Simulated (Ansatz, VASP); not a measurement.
# O: VASP beside Ansatz

File INCAR:

```
PREC     = Accurate       # precision mode
ENCUT    = 520            # plane-wave cutoff, eV
EDIFF    = 1E-8           # SCF threshold, eV
ISMEAR   = -1             # smearing method
SIGMA    = 0.03           # smearing width, eV
LREAL    = False          # projectors in reciprocal space
LASPH    = True           # aspherical terms in the spheres
NELM     = 60             # most SCF steps
ALGO     = Normal         # electronic algorithm
ISIF     = 2              # what is computed and relaxed
LWAVE    = False          # write WAVECAR
LCHARG   = False          # write CHGCAR
GGA      = PS             # functional
LEFG     = True         
NBANDS   = 20             # bands
```

Contents of KPOINTS:

```
Automatic mesh
0
Gamma
  13 13 5
```

File POSCAR:

```
O
1.0
    2.5609995414      0.0000000000      0.0000000000
   -1.2804997707      2.2178906619      0.0000000000
    0.0000000000      0.0000000000      6.5750000000
O
4
Direct
    0.3333333333      0.6666666667      0.1610000000
    0.6666666667      0.3333333333      0.6610000000
    0.3333333333      0.6666666667      0.3390000000
    0.6666666667      0.3333333333      0.8390000000
```

Input for Ansatz:

```yaml
crystal:
  lattice:
    - [2.5609995414, 0.0, 0.0]
    - [-1.2804997707, 2.2178906619, 0.0]
    - [0.0, 0.0, 6.575]
  atoms:
    - { symbol: O, position: [0.3333333333, 0.6666666667, 0.161] }
    - { symbol: O, position: [0.6666666667, 0.3333333333, 0.661] }
    - { symbol: O, position: [0.3333333333, 0.6666666667, 0.339] }
    - { symbol: O, position: [0.6666666667, 0.3333333333, 0.839] }
kpoints:
  mp_grid: { grid: [13, 13, 5] }
  band_path:
    path:
      - [0.0, 0.0, 0.0]
      - [0.5, 0.0, 0.0]
      - [0.3333333333, 0.3333333333, 0.0]
      - [0.0, 0.0, 0.0]
      - [0.0, 0.0, 0.5]
      - [0.5, 0.0, 0.5]
      - [0.3333333333, 0.3333333333, 0.5]
      - [0.0, 0.0, 0.5]
      - [0.5, 0.0, 0.5]
    npoints: 14
scf:
  occupations: { method: fermi_dirac, width: 0.03 }
hamiltonian:
  xc: pbesol
  pseudopotentials: { kind: paw }
output:
  forces: true
  stress: true
  eigenvalues: true
  efg: { contact_densities: true }
  populations: true
  bader: true
  dos: { projected: true, de: 0.2, e_range: [-14, 8] }
  write_density: true
  write_potential: true
  elf: true
  volumetric_format: npy
```

Alike in both runs: task electric field gradients; functional PBEsol; k mesh 13 × 13 × 5; occupations fermi-dirac, width 0.03 eV; no spin polarisation.

|  | VASP | Ansatz |
| --- | --- | --- |
| version | VASP 6.6.1 | Ansatz 0.2.0 |
| potentials or method | VASP PAW PBE potentials, release 64 (O) | PAW with Ansatz's default frozen-core files, scalar-relativistic |
| plane-wave cutoff (eV) | 520 | 420 |
| valence electrons in the cell | 24 | 24 |

```csv
,VASP,Ansatz,Ansatz less VASP
pressure (GPa),16.9,10.7,-6.17
"traceless stress, the component that is largest in VASP (GPa)",44.92,31.62,-13.305
rms of the force components (eV/Å),2.668,1.496,-1.1718
size of Vzz on the site where it differs most (V/Å²),110.8,110.1,-0.69
```

VASP's potentials were made for PBE, not for PBEsol. Atom by atom the forces differ by 1.172 eV/Å (rms over components).

Noted on VASP's run: the standard files for N, O and F lose accuracy on very short bonds; spin is off for a triplet molecule.
